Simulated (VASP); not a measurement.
# ZnO (P6_3mc) in VASP: notebook

ZnO is run at these levels: PBE; tasks: single point.

All numbers are computed with VASP 6.6.1; they aren't measurements. Logs are shortened: lines on timing, memory, paths and dates and some standing lists are left out, and cuts for length are marked.

## Step 1: The cell of the first run

It takes space group P6_3mc (No. 186, hexagonal). The conventional cell has a = 3.279 Å, b = 3.279 Å, c = 5.293 Å, α = 90.00°, β = 90.00°, γ = 120.00°. Zn (site symmetry 3m) has 4 O at 2.00 to 2.01 Å within 2.6 Å. O (site symmetry 3m) has 4 Zn at 2.00 to 2.01 Å within 2.6 Å.

## Step 2: Single point, PBE

File INCAR:

```
SYSTEM = ZnO
PREC = Accurate
ENCUT = 520
EDIFF = 1E-6
ISMEAR = 0
SIGMA = 0.02
LREAL = .False.
LASPH = .True.
NELM = 100
ALGO = Normal
ISIF = 2
LWAVE = .False.
LCHARG = .True.
GGA = PE
LELF = .True.
LVHAR = .True.
NBANDS = 26
```

File KPOINTS:

```
Automatic mesh
0
Gamma
  12 12 6
  0 0 0
```

File POSCAR:

```
ZnO
1.0
    3.2793907744      0.0000000000      0.0000000000
   -1.6396953872      2.8400357196      0.0000000000
    0.0000000000      0.0000000000      5.2932331765
Zn O
2 2
Direct
    0.6666666667      0.3333333333      0.5006044112
    0.3333333333      0.6666666667      0.0006044112
    0.6666666667      0.3333333333      0.8797055888
    0.3333333333      0.6666666667      0.3797055888
```

Potentials or basis: VASP PAW PBE potentials, release 64 (Zn, O).

Command:

```
cat potpaw_PBE.64/Zn/POTCAR potpaw_PBE.64/O/POTCAR > POTCAR
mpirun -np 1 vasp_std > vasp.out
```

OUTCAR:

```text
SYSTEM = ZnO
   PREC = Accurate
   ENCUT = 520
   EDIFF = 1E-6
   ISMEAR = 0
   LREAL = .False.
   LASPH = .True.
   NELM = 100
   ISIF = 2
   GGA = PE

 ion  position               nearest neighbor table
   1  0.667  0.333  0.501-   4 2.00   4 2.00   4 2.00   3 2.01
   2  0.333  0.667  0.001-   3 2.00   3 2.00   3 2.00   4 2.01
   3  0.667  0.333  0.880-   2 2.00   2 2.00   2 2.00   1 2.01
   4  0.333  0.667  0.380-   1 2.00   1 2.00   1 2.00   2 2.01

  LATTYP: Found a hexagonal cell.
 ALAT       =     3.2793907744
 C/A-ratio  =     1.6140904030

  Lattice vectors:

 A1 = (   3.2793907744,   0.0000000000,   0.0000000000)
 A2 = (  -1.6396953872,   2.8400357196,   0.0000000000)
 A3 = (   0.0000000000,   0.0000000000,   5.2932331765)

Analysis of symmetry for initial positions (statically):
=====================================================================
 Subroutine PRICEL returns:
 Original cell was already a primitive cell.

 Routine SETGRP: Setting up the symmetry group for a
 hexagonal supercell.

 Subroutine GETGRP returns: Found 12 space group operations
 (whereof  6 operations were pure point group operations)
 out of a pool of 24 trial point group operations.

The static configuration has the point symmetry C_3v.
 The point group associated with its full space group is C_6v.

Analysis of symmetry for dynamics (positions and initial velocities):
=====================================================================
 Subroutine PRICEL returns:
 Original cell was already a primitive cell.

 Routine SETGRP: Setting up the symmetry group for a
 hexagonal supercell.

 Subroutine GETGRP returns: Found 12 space group operations
 (whereof  6 operations were pure point group operations)
 out of a pool of 24 trial point group operations.

The dynamic configuration has the point symmetry C_3v.
 The point group associated with its full space group is C_6v.

 Subroutine INISYM returns: Found 12 space group operations
 (whereof  6 operations are pure point group operations),
 and found     1 'primitive' translations

----------------------------------------------------------------------------------------

                                     Primitive cell

  volume of cell :      49.2990

  direct lattice vectors                    reciprocal lattice vectors
     3.279390774  0.000000000  0.000000000     0.304934687  0.176054124  0.000000000
    -1.639695387  2.840035720  0.000000000     0.000000000  0.352108247  0.000000000
     0.000000000  0.000000000  5.293233177     0.000000000  0.000000000  0.188920451

  length of vectors
     3.279390774  3.279390774  5.293233177     0.352108247  0.352108247  0.188920451

  position of ions in fractional coordinates (direct lattice)
     0.666666667  0.333333333  0.500604411
     0.333333333  0.666666667  0.000604411
     0.666666667  0.333333333  0.879705589
     0.333333333  0.666666667  0.379705589

  ion indices of the primitive-cell ions
   primitive index   ion index
                 1           1
                 2           2
                 3           3
                 4           4

----------------------------------------------------------------------------------------

 KPOINTS: Automatic mesh

Automatic generation of k-mesh.
 Grid dimensions read from file:
 generate k-points for:   12   12    6

 Generating k-lattice:

  Cartesian coordinates                     Fractional coordinates (reciprocal lattice)
     0.025411224  0.014671177  0.000000000     0.083333333  0.000000000  0.000000000
     0.000000000  0.029342354  0.000000000     0.000000000  0.083333333  0.000000000
     0.000000000  0.000000000  0.031486742     0.000000000  0.000000000  0.166666667

  Length of vectors
     0.029342354  0.029342354  0.031486742

  Shift w.r.t. Gamma in fractional coordinates (k-lattice)
     0.000000000  0.000000000  0.000000000

 Subroutine IBZKPT returns following result:
 ===========================================

 Found     76 irreducible k-points:

 Following reciprocal coordinates:
            Coordinates               Weight
  0.000000  0.000000  0.000000      1.000000
  0.083333 -0.000000  0.000000      6.000000
  0.166667  0.000000  0.000000      6.000000
  0.250000  0.000000  0.000000      6.000000
  0.333333  0.000000  0.000000      6.000000
  0.416667  0.000000  0.000000      6.000000
[... 16 lines left out ...]
  0.250000  0.000000  0.166667     12.000000
  0.333333  0.000000  0.166667     12.000000
 [... further k-points ...]
   k-points           NKPTS =     76   k-points in BZ     NKDIM =     76   number of bands    NBANDS=     26
   number of dos      NEDOS =    301   number of ions     NIONS =      4
   total plane-waves  NPLWV =  23040
   dimension x,y,z NGX =    24 NGY =   24 NGZ =   40
   dimension x,y,z NGXF=    48 NGYF=   48 NGZF=   80
   ions per type =               2   2
   NGX,Y,Z   is equivalent  to a cutoff of  12.17, 12.17, 12.56 a.u.
   NGXF,Y,Z  is equivalent  to a cutoff of  24.33, 24.33, 25.13 a.u.
 SYSTEM =  ZnO
   PREC   = accura    normal or accurate (medium, high low for compatibility)
   ISTART =      0    job   : 0-new  1-cont  2-samecut
   ICHARG =      2    charge: 1-file 2-atom 10-const
   ISPIN  =      1    spin polarized calculation?
   LNONCOLLINEAR =      F non collinear calculations
   LSORBIT =      F    spin-orbit coupling
   LASPH  =      T    aspherical Exc in radial PAW
   ENCUT  =  520.0 eV  38.22 Ry    6.18 a.u.   6.10  6.10  9.84*2*pi/ulx,y,z
   NELM   =    100;   NELMIN=  2; NELMDL= -5     # of ELM steps
   EDIFF  = 0.1E-05   stopping-criterion for ELM
   LREAL  =      F    real-space projection
   EDIFFG = 0.1E-04   stopping-criterion for IOM
   NSW    =      0    number of steps for IOM
   IBRION =     -1    ionic relax: 0-MD 1-quasi-New 2-CG
   NFREE  =      0    steps in history (QN), initial steepest desc. (CG)
   ISIF   =      2    stress and relaxation
   ISYM   =      2    0-nonsym 1-usesym 2-fastsym
   POTIM  = 0.5000    time-step for ionic-motion
   TEBEG  =    0.0;   TEEND  =   0.0 temperature during run
   PSTRESS=    0.0 pullay stress
   NELECT =      36.0000    total number of electrons
   NUPDOWN=      -1.0000    fix difference up-down
   EMIN   =  10.00;   EMAX   =-10.00  energy-range for DOS
   EFERMI =   0.00;   METHOD = LEGACY
   ISMEAR =     0;   SIGMA  =   0.02  broadening in eV -4-tet -1-fermi 0-gaus
   EFERMI_NEDOS =   21; number of points for ismear=-14 and -15
   IALGO  =     38    algorithm
   IMIX   =      4    mixing-type and parameters
     AMIX     =   0.40;   BMIX     =  1.00
     AMIX_MAG =   1.60;   BMIX_MAG =  1.00
  volume/ion in A,a.u.               =      12.32        83.17
  Fermi-wavevector in a.u.,A,eV,Ry     =   1.474222  2.785876 29.569972  2.173332
  Thomas-Fermi vector in A             =   2.589020
   LORBIT       =      0    0 simple, 1 ext, 2 COOP (PROOUT), +10 PAW based schemes
   GGA     = PE    functional components
   LHFCALC =     F    Hartree Fock is set to
   AEXX    =    0.0000 exact exchange contribution
   IVDW    =     0    specifies the selected vdW correction
   LEPSILON=     F    determine dielectric tensor
   LRPA    =     F    only Hartree local field effects (RPA)
 non-spin polarized calculation
 Gauss-broadening in eV      SIGMA  =   0.02
  energy-cutoff  :      520.00
  volume of cell :       49.30
 maximum number of plane-waves:      1350
   NGX = 13   NGY = 13   NGZ = 19

 number of electron      36.0000039 magnetization

 Free energy of the ion-electron system (eV)
  ---------------------------------------------------
  ext. energy  EPLUGINS =         0.00000000
  ---------------------------------------------------
  free energy    TOTEN  =       -17.86095712 eV

  energy without entropy =      -17.86095712  energy(sigma->0) =      -17.86095712

 E-fermi :   1.0061     XC(G=0): -10.7259

 val. band max:        0.8957559920   @ k =   0.0000   0.0000   0.0000
 cond. band min:       1.6236965871   @ k =   0.0000   0.0000   0.0000
 fundamental gap:      0.7279405951
 Fermi energy:         1.0061106792

 k-point     1 :       0.0000    0.0000    0.0000
  band No.  band energies     occupation
      1     -16.9231      2.00000
      2     -16.2556      2.00000
      3      -4.6417      2.00000
      4      -4.6417      2.00000
      5      -4.6019      2.00000
      6      -4.4875      2.00000
[... 18 lines left out ...]
     25      14.8279      0.00000
     26      14.8279      0.00000

 k-point     2 :       0.0833   -0.0000    0.0000
  band No.  band energies     occupation
      1     -16.8873      2.00000
      2     -16.2396      2.00000
      3      -4.6819      2.00000
      4      -4.6205      2.00000
      5      -4.5775      2.00000
      6      -4.4695      2.00000
[... 18 lines left out ...]
     25      14.7567      0.00000
     26      14.9128      0.00000

 k-point     3 :       0.1667    0.0000    0.0000
  band No.  band energies     occupation
      1     -16.7864      2.00000
      2     -16.1969      2.00000
      3      -4.7734      2.00000
      4      -4.5648      2.00000
      5      -4.5410      2.00000
      6      -4.4588      2.00000
[... 18 lines left out ...]
     25      14.7265      0.00000
     26      14.9969      0.00000

 k-point     4 :       0.2500    0.0000    0.0000
  band No.  band energies     occupation
      1     -16.6403      2.00000
      2     -16.1429      2.00000
      3      -4.8646      2.00000
      4      -4.5496      2.00000
      5      -4.4966      2.00000
      6      -4.3728      2.00000
[... 18 lines left out ...]
     25      14.0585      0.00000
     26      14.8615      0.00000
[... 496 lines left out ...]
      1     -16.7481      2.00000
      2     -16.2375      2.00000
      3      -4.8014      2.00000
      4      -4.6121      2.00000
      5      -4.5553      2.00000
      6      -4.5017      2.00000
[... 18 lines left out ...]
     25      13.9287      0.00000
     26      14.8019      0.00000

 k-point    23 :       0.2500    0.0000    0.1667
  band No.  band energies     occupation
      1     -16.6072      2.00000
      2     -16.1761      2.00000
      3      -4.8920      2.00000
      4      -4.6329      2.00000
      5      -4.4829      2.00000
      6      -4.3962      2.00000
[... 18 lines left out ...]
     25      14.0613      0.00000
     26      14.7386      0.00000

 k-point    24 :       0.3333    0.0000    0.1667
  band No.  band energies     occupation
      1     -16.4536      2.00000
      2     -16.1228      2.00000
      3      -4.9325      2.00000
      4      -4.6600      2.00000
      5      -4.4218      2.00000
      6      -4.2644      2.00000
[... 18 lines left out ...]
     25      14.1275      0.00000
     26      14.6835      0.00000

 [... further k-points ...]
[... 5 lines left out ...]
  --------------------------------------------------------------------------------------
  -------------------------------------------------------------------------------------
  Total        0.2809587      0.2809587      0.2800784      0.0000000      0.0000000      0.0000000
  in kB        9.1309307      9.1309307      9.1023230      0.0000000      0.0000000      0.0000000
  external PRESSURE =       9.1213948 kB  Pullay stress =       0.0000000 kB

 VOLUME and BASIS-vectors are now :
 -----------------------------------------------------------------------------
  energy-cutoff  :      520.00
  volume of cell :       49.30
      direct lattice vectors                 reciprocal lattice vectors
     3.279390774  0.000000000  0.000000000     0.304934687  0.176054124  0.000000000
    -1.639695387  2.840035720  0.000000000     0.000000000  0.352108247  0.000000000
     0.000000000  0.000000000  5.293233177     0.000000000  0.000000000  0.188920451

 POSITION                                       TOTAL-FORCE (eV/Angst)
 -----------------------------------------------------------------------------------
      1.63970      0.94668      2.64982         0.000000      0.000000      0.001402
     -0.00000      1.89336      0.00320        -0.000000      0.000000      0.001402
      1.63970      0.94668      4.65649        -0.000000     -0.000000     -0.001402
     -0.00000      1.89336      2.00987         0.000000      0.000000     -0.001402
 -----------------------------------------------------------------------------------
    total drift:                               -0.000001     -0.000001     -0.001054

  FREE ENERGIE OF THE ION-ELECTRON SYSTEM (eV)
  ---------------------------------------------------
  free  energy   TOTEN  =       -17.8609571180 eV

  energy  without entropy=      -17.8609571180  energy(sigma->0) =      -17.86095712
```

Run time: 82 s. Hardware: 1 thread of AMD EPYC 7R13 (Zen 3), shared host; peak memory 0.18 GiB.

What came out:

| Item | Value |
| --- | --- |
| Free energy | -17.8610 eV |
| Pressure | 0.9 GPa |
| Band gap on the k mesh | 0.73 eV |

Levels at points of the mesh, in eV from the valence-band top:
| k point | band 14 | band 15 | band 16 | band 17 | band 18 | band 19 | band 20 | band 21 | band 22 | band 23 |
| --- | --- | --- | --- | --- | --- | --- | --- | --- | --- | --- |
| (0.00, 0.00, 0.00) | -0.75 | -0.75 | -0.08 | 0.00 | 0.00 | 0.73 | 5.09 | 8.07 | 12.73 | 12.73 |
| (0.50, 0.00, 0.00) | -3.44 | -2.72 | -2.15 | -1.23 | -0.79 | 5.62 | 6.82 | 7.52 | 8.27 | 10.40 |
| (0.00, 0.00, 0.50) | -2.23 | -0.37 | -0.37 | -0.37 | -0.37 | 3.36 | 3.36 | 9.91 | 9.91 | 13.01 |
| (0.50, 0.00, 0.50) | -3.69 | -1.43 | -1.43 | -1.32 | -1.32 | 5.64 | 5.64 | 8.23 | 8.23 | 11.15 |

## Step 3: Single point, PBE

File INCAR:

```
SYSTEM = ZnO
PREC = Accurate
ENCUT = 520
EDIFF = 1E-7
ISMEAR = 0
SIGMA = 0.01
LREAL = .FALSE.
LASPH = .TRUE.
NELM = 100
ALGO = Normal
ISIF = 2
LWAVE = .FALSE.
LCHARG = .TRUE.
GGA = PE
LELF = .TRUE.
LVHAR = .TRUE.
NBANDS = 26
```

File KPOINTS:

```
regular mesh
0
G
  12 12 6
  0 0 0
```

POSCAR is that of step 2.

Potentials or basis: VASP PAW PBE potentials, release 64 (Zn, O).

Command:

```
cat potpaw_PBE.64/Zn/POTCAR potpaw_PBE.64/O/POTCAR > POTCAR
mpirun -np 1 vasp_std > vasp.out
```

Run time: 92 s. Hardware: 1 thread of AMD EPYC 7R13 (Zen 3), shared host; peak memory 0.18 GiB.

The run converged. Its results:

```yaml
Free_energy: -17.8610 eV
Pressure: 0.9 GPa
Band_gap_on_the_k_mesh: 0.73 eV
```

Levels at points of the mesh, in eV from the valence-band top:
```csv
k point,band 14,band 15,band 16,band 17,band 18,band 19,band 20,band 21,band 22,band 23
"(0.00, 0.00, 0.00)",-0.75,-0.75,-0.08,0.00,0.00,0.73,5.09,8.07,12.73,12.73
"(0.50, 0.00, 0.00)",-3.44,-2.72,-2.15,-1.23,-0.79,5.62,6.82,7.52,8.27,10.40
"(0.00, 0.00, 0.50)",-2.23,-0.37,-0.37,-0.37,-0.37,3.36,3.36,9.91,9.91,13.01
"(0.50, 0.00, 0.50)",-3.69,-1.43,-1.43,-1.32,-1.32,5.64,5.64,8.23,8.23,11.15
```
